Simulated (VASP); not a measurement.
GaP (rocksalt type):

```
CELL_PARAMETERS angstrom
0.00000 2.34722 2.34722
2.34722 0.00000 2.34722
2.34722 2.34722 0.00000
ATOMIC_POSITIONS crystal
Ga 0.00000 0.00000 0.00000
P 0.50000 0.50000 0.50000
```

```yaml
Program: VASP 6.6.1
Task: relaxation of cell and atoms
Functional: LDA
Potentials_or_basis: VASP PAW LDA potentials, release 64 (Ga_d, P)
Cutoff: 500 eV
k_mesh: 14 × 14 × 14
Occupations: fermi-dirac, width 0.1 eV
Spin: no spin polarisation
```

At the start: pressure 37.9 GPa; volume 12.93 Å³/atom.

**Question.** Where does the relaxation end?

**Answer.** Over 4 steps the energy falls by 308.1 meV/atom and the volume is 16.10 Å³/atom (+24.5 %); space group Fm-3m (No. 225, to 0.05 Å).

The path:
| step | energy change (eV) | largest force (eV/Å) | pressure (GPa) | volume (Å³) |
| --- | --- | --- | --- | --- |
| 1 | 0.0000 | 0.0000 | 37.89 | 25.86 |
| 2 | -0.2831 | 0.0000 | -12.90 | 39.08 |
| 3 | -0.6162 | 0.0000 | -0.38 | 32.33 |
| 4 | -0.6163 | 0.0000 | 0.04 | 32.20 |

Final structure:
```
Ga P
1.0
     0.00000    2.52496    2.52496
     2.52496    0.00000    2.52496
     2.52496    2.52496    0.00000
Ga P
1 1
Direct
  0.00000 0.00000 0.00000
  0.50000 0.50000 0.50000
```

Caveat: the volume moved by over 15 % at a fixed basis, so the end points are rough.
